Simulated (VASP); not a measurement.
## MgO: single point with r2SCAN

MgO:

```xyz
2
Lattice="0.0000 2.1022 2.1022 2.1022 0.0000 2.1022 2.1022 2.1022 0.0000" Properties=species:S:1:pos:R:3 pbc="T T T"
Mg    0.0000    0.0000    0.0000
O     2.1022    2.1022    2.1022
```

```yaml
Program: VASP 6.6.1
Task: single point
Functional: r2SCAN
Potentials_or_basis: VASP PAW PBE potentials, release 64 (Mg_sv, O)
Cutoff: 920 eV
k_mesh: 8 × 8 × 8
Occupations: gaussian, width 0.01 eV
Spin: no spin polarisation
```

- Pressure: 0.5 GPa
- Band gap on the k mesh: 5.70 eV

Levels at points of the mesh, in eV from the valence-band top:
```tsv
k point	band 5	band 6	band 7	band 8	band 9	band 10	band 11	band 12
(0.00, 0.00, 0.00)	-18.22	0.00	0.00	0.00	5.70	16.89	16.89	16.89
(0.50, 0.00, 0.00)	-16.92	-4.62	-0.68	-0.68	8.87	13.91	17.57	17.57
(0.50, 0.50, 0.00)	-16.71	-4.09	-1.37	-1.37	10.05	11.22	14.38	20.55
```

It took 42 s on 1 thread of Intel(R) Xeon(R) 6975P-C (Granite Rapids) (shared host), peak memory 0.17 GiB.

Caveat: the PAW data sets were made with another functional, which shifts forces and pressure a little.
